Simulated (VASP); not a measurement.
A run of VASP 6.6.1 is set up as follows.

File INCAR:

```
SYSTEM = SiC
PREC = Accurate
ENCUT = 520
EDIFF = 1E-7
ISMEAR = 0
SIGMA = 0.02
LREAL = .False.
LASPH = .True.
NELM = 120
ALGO = Normal
ISIF = 2
LWAVE = .False.
LCHARG = .False.
GGA = PE
IBRION = 2
NSW = 60
EDIFFG = -0.002
GGA_COMPAT = .False.
NELMIN = 4
```

KPOINTS

```
Automatic mesh
0
Gamma
  10 10 10
  0 0 0
```

File POSCAR:

```
SiC
1.0
    0.0103112868      2.2014459917      2.1821212902
    2.2014459917      0.0103112868      2.1821212902
    2.2117572785      2.2117572785      0.0000000000
Si C
1 1
Direct
    0.0004099706      0.0004099706     -0.0004099706
    0.2495900294      0.2495900294      0.2504099706
```

Potentials or basis: VASP PAW PBE potentials, release 64 (Si, C).

Launch:

```bash
$ cat potpaw_PBE.64/Si/POTCAR potpaw_PBE.64/C/POTCAR > POTCAR
$ mpirun -np 1 vasp_std > vasp.out
```

Estimate the band gap on the k mesh.

1.28 eV (least direct gap 4.44 eV).

Predict the energy gained by relaxing.

0.0 meV/atom.

Stress tensor (GPa, compression positive):
```
-2.24 -2.20  0.00
-2.20 -2.24  0.00
 0.00  0.00 -0.04
```

Caveat: the cell differs from its parent crystal (strained cell). A k mesh can miss the band edges.
